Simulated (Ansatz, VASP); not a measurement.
# One calculation of CdS, two programs

```xyz
2
Lattice="0.0000 2.9200 2.9200 2.9200 0.0000 2.9200 2.9200 2.9200 0.0000" Properties=species:S:1:pos:R:3 pbc="T T T"
Cd    0.0000    0.0000    0.0000
S     1.4600    1.4600    1.4600
```

Alike in both runs: task single point; functional LDA; k mesh 6 × 6 × 6; occupations gaussian, width 0.1 eV; no spin polarisation.

|  | VASP | Ansatz |
| --- | --- | --- |
| version | VASP 6.6.1 | Ansatz 0.2.0 |
| potentials or method | VASP PAW LDA potentials, release 64 (Cd, S), cutoff 500 eV | scalar-relativistic, plane waves, PAW |
| valence electrons in the cell | 18 | 26 |

```tsv
	VASP	Ansatz	Ansatz less VASP
gap on the k mesh at the Fermi level (eV)	0.88	0.85	-0.028
least direct gap on the mesh (eV)	0.88	0.85	-0.028
pressure (GPa)	-2.2	-2.6	-0.44
```

Ansatz warns that its potentials were made for another functional, while VASP's fit it. LDA's correlation is that of Perdew and Zunger in VASP and of Perdew and Wang (1992) in Ansatz. VASP's potentials hold 18 valence electrons a cell and Ansatz's 26, so a difference there can come from the potentials and not from the codes.
